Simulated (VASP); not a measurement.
Write the native input for VASP 6.6.1 that does the following.

```
Task                   : electric field gradients
Functional             : PBEsol
Potentials or basis    : VASP PAW PBE potentials, release 64 (Tc_pv)
Cutoff                 : 520 eV
k mesh                 : 18 × 18 × 18
Occupations            : fermi-dirac, width 0.03 eV
Spin                   : no spin polarisation
Dipole correction      : no
Further INCAR settings : ALGO = Normal; EDIFF = 1e-08; NBANDS = 12
```

The structure of Tc lies in POSCAR:

```
Tc
1.0
    0.0000000000      1.9305000000      1.9500000000
    1.9305000000      0.0000000000      1.9500000000
    1.9305000000      1.9305000000      0.0000000000
Tc
1
Direct
    0.0000000000      0.0000000000      0.0000000000
```

This cell differs from its parent crystal: equal xx and yy strain of -1 %.

These files were run (other wordings do the same):

INCAR

```
PREC = Accurate ; ENCUT = 520
EDIFF = 1E-8 ; ISMEAR = -1
SIGMA = 0.03 ; LREAL = False
LASPH = True ; NELM = 80
ALGO = Normal ; ISIF = 2
LWAVE = False ; LCHARG = False
GGA = PS ; LEFG = True
NBANDS = 12
```

KPOINTS

```
regular mesh
0
Gamma
  18 18 18
```

Potentials or basis: VASP PAW PBE potentials, release 64 (Tc_pv).

The run is started by

```console
$ cat potpaw_PBE.64/Tc_pv/POTCAR > POTCAR
$ mpirun -np 1 vasp_std > vasp.out
```

It gave:

```json
{
  "Pressure": "-10.4 GPa"
}
```

Caveat: the cell differs from its parent crystal (equal xx and yy strain of -1 %); without QUAD_EFG the Cq values of the log hold for a quadrupole moment of 1 mb, not for the nuclei; the PAW data sets were made with another functional, which shifts forces and pressure a little.

It took 25 s on 1 thread of Intel(R) Xeon(R) 6975P-C (Granite Rapids) (shared host), peak memory 0.19 GiB.
